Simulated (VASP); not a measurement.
Something may be wrong with this VASP 6.6.1 calculation of Bi.

POSCAR

```
Bi
1.0
   -1.9814305318      1.9814305318      1.9814305318
    1.9814305318     -1.9814305318      1.9814305318
    1.9814305318      1.9814305318     -1.9814305318
Bi
1
Direct
    0.0000000000      0.0000000000      0.0000000000
```

INCAR.step1

```
GGA = PE ; ISMEAR = 1
SIGMA = 0.1 ; LWAVE = False
LCHARG = True ; NBANDS = 22
PREC = Accurate ; LASPH = True
LREAL = False ; ALGO = Normal
EDIFF = 1E-6 ; NELM = 120
GGA_COMPAT = False ; ENCUT = 280
```

File KPOINTS.step1:

```
k-points
0
Gamma
  11 11 11
```

File INCAR.step2:

```
GGA = PE ; ISMEAR = -5
LWAVE = False ; LCHARG = False
NBANDS = 22 ; PREC = Accurate
LASPH = True ; LREAL = False
ALGO = Normal ; EDIFF = 1E-6
NELM = 73 ; GGA_COMPAT = False
ENCUT = 280 ; NEDOS = 2001
LORBIT = 11 ; EMIN = -9.0801
EMAX = 15.9199 ; ICHARG = 11
```

File KPOINTS.step2:

```
Automatic mesh
0
Gamma
  1 1 1
  0 0 0
```

Potentials or basis: VASP PAW PBE potentials, release 64 (Bi_d).

Command:

```sh
$ cat potpaw_PBE.64/Bi_d/POTCAR > POTCAR
$ cp INCAR.step1 INCAR
$ cp KPOINTS.step1 KPOINTS
$ mpirun -np 1 vasp_std > vasp.out
$ cp INCAR.step2 INCAR
$ cp KPOINTS.step2 KPOINTS
$ mpirun -np 1 vasp_std > vasp.out
```

OUTCAR:

```text
GGA = PE
   ISMEAR = -5
   PREC = Accurate
   LASPH = True
   LREAL = False
   EDIFF = 1E-6
   NELM = 73
   ENCUT = 280
   LORBIT = 11
   EMIN = -9.0801
   ICHARG = 11

|       ---->  I REFUSE TO CONTINUE WITH THIS SICK JOB ... BYE!!! <----       |
|                                                                             |
 -----------------------------------------------------------------------------
```

On the terminal:

```text
POSCAR found type information on POSCAR Bi
 POSCAR found :  1 types and       1 ions
[... 17 lines left out ...]

1
```

Problem. What happened, and what is wrong with the input?

Solution. The program refused the input. The input holds a flaw that was put in on purpose: tetrahedra on too few k points (KPAR = left out; k = 1 × 1 × 1).
